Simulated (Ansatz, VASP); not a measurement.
**One calculation of Nb, two programs**

Contents of INCAR:

```
SYSTEM = Nb
PREC     = Accurate       ! precision mode
ENCUT    = 520            ! plane-wave cutoff, eV
EDIFF    = 1E-6           ! SCF threshold, eV
ISMEAR   = 0              ! smearing method
SIGMA    = 0.1            ! smearing width, eV
LREAL    = .FALSE.        ! projectors in reciprocal space
LASPH    = .TRUE.         ! aspherical terms in the spheres
NELM     = 100            ! most SCF steps
ALGO     = Normal         ! electronic algorithm
ISIF     = 2              ! what is computed and relaxed
LWAVE    = .FALSE.        ! write WAVECAR
LCHARG   = .TRUE.         ! write CHGCAR
GGA      = PE             ! functional
LELF     = .TRUE.         ! ELF
LVHAR    = .TRUE.       
NBANDS   = 12             ! bands
```

KPOINTS

```
regular mesh
0
G
  18 18 18
  0 0 0
```

The input POSCAR:

```
Nb
1.0
   -1.7089996038      1.7089996038      1.7089996038
    1.7089996038     -1.7089996038      1.7089996038
    1.7089996038      1.7089996038     -1.7089996038
Nb
1
Direct
    0.0000000000      0.0000000000      0.0000000000
```

Input for Ansatz:

```yaml
crystal:
  lattice:
    - [-1.7089996038, 1.7089996038, 1.7089996038]
    - [1.7089996038, -1.7089996038, 1.7089996038]
    - [1.7089996038, 1.7089996038, -1.7089996038]
  atoms:
    - { symbol: Nb, position: [0.0, 0.0, 0.0] }
basis:
  ecutwfc: 420
kpoints:
  mp_grid: { grid: [18, 18, 18] }
hamiltonian:
  xc: pbe
scf:
  occupations: { method: gaussian, width: 0.1 }
output:
  forces: true
  stress: true
  eigenvalues: true
```

Alike in both runs: task single point; functional PBE; k mesh 18 × 18 × 18; occupations gaussian, width 0.1 eV; no spin polarisation.

|  | VASP | Ansatz |
| --- | --- | --- |
| version | VASP 6.6.1 | Ansatz 0.2.0 |
| potentials or method | VASP PAW PBE potentials, release 64 (Nb_sv), cutoff 520 eV | scalar-relativistic, plane waves, PAW |
| valence electrons in the cell | 13 | 13 |

|  | VASP | Ansatz | Ansatz less VASP |
| --- | --- | --- | --- |
| gap on the k mesh at the Fermi level (eV) | none | none | - |
| pressure (GPa) | -13.8 | -13.6 | +0.26 |

A gap of «none» marks a metal or a gap that the smearing closes. With one functional, cell and mesh, what is left measures potentials, basis and numerics.
